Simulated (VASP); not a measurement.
Runs of VASP 6.6.1 on Nb. The structure is that of space group Im-3m (No. 229), or close to it. The cells are those of the table. 

```tsv
task	level	cell	k mesh	cutoff (eV)	grid for exact exchange (PRECFOCK)	share of exact exchange	screening parameter	gap on the mesh (eV)	pressure (GPa)	relaxed volume (Å³/atom)
relaxation of cell and atoms	PBE	relaxed from a = 2.858 Å, angles 109.5°, 1 atom	16 × 16 × 16	600	-	-	-	none	0.0	(a)
relaxation of cell and atoms	r2SCAN	relaxed from a = 2.858 Å, angles 109.5°, 1 atom	16 × 16 × 16	600	-	-	-	none	0.1	17.98
single point	r2SCAN	a = 2.860 Å, angles 109.5°, 1 atom	16 × 16 × 16	520	-	-	-	none	(b)	-
single point	HSE06	a = 2.866 Å, angles 109.5°, 1 atom	9 × 9 × 9	520	Normal	0.25	0.2079 1/Å	none	-4.0	-
single point	PBE	a = 2.866 Å, angles 109.5°, 1 atom	16 × 16 × 16	520	-	-	-	none	-0.4	-
```

Alike in all rows: potentials or basis VASP PAW PBE potentials, release 64 (Nb_sv); no spin polarisation; smearing fermi-dirac 0.05 eV.

**Question.** Fill in the values left out.

**Answer.** (a) 18.08; (b) -0.3.

Caveats: the PAW data sets were made with another functional, which shifts forces and pressure a little (at least some runs); the cell stands under tension (at least some runs).

A k mesh can miss the band edges, and the runs leave out spin-orbit coupling on Nb.

A gap of «none» marks levels without a gap at the run's occupations.
